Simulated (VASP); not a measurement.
Si: single point with LDA

Crystal: Si.

```
Si
1.0
     0.00000    2.70097    2.70097
     2.70097    0.00000    2.70097
     2.70097    2.70097    0.00000
Si
2
Direct
  0.75000 0.75000 0.75000
  0.50000 0.50000 0.50000
```

| Item | Value |
| --- | --- |
| Program | VASP 6.6.1 |
| Task | single point |
| Functional | LDA |
| Potentials or basis | VASP PAW LDA potentials, release 64 (Si) |
| Cutoff | 520 eV |
| k mesh | 8 × 8 × 8 |
| Occupations | gaussian, width 0.02 eV |
| Spin | no spin polarisation |

```
Pressure               : 0.1 GPa
Band gap on the k mesh : 0.49 eV, indirect (least direct gap 2.53 eV)
```

Levels at points of the mesh, in eV from the valence-band top:
```csv
k point,band 2,band 3,band 4,band 5,band 6,band 7
"(0.00, 0.00, 0.00)",0.00,0.00,0.00,2.53,2.53,2.53
"(0.50, 0.00, 0.00)",-7.07,-1.21,-1.21,1.49,3.28,3.28
"(0.50, 0.50, 0.00)",-7.87,-2.89,-2.89,0.57,0.57,10.11
```

Wall time 7.1 s on 1 thread of Intel Xeon 6975P-C, on a shared host, peak memory 0.13 GiB.

A k mesh can miss the band edges. Expect the measured gap to be larger: semilocal functionals such as LDA lack the derivative discontinuity.
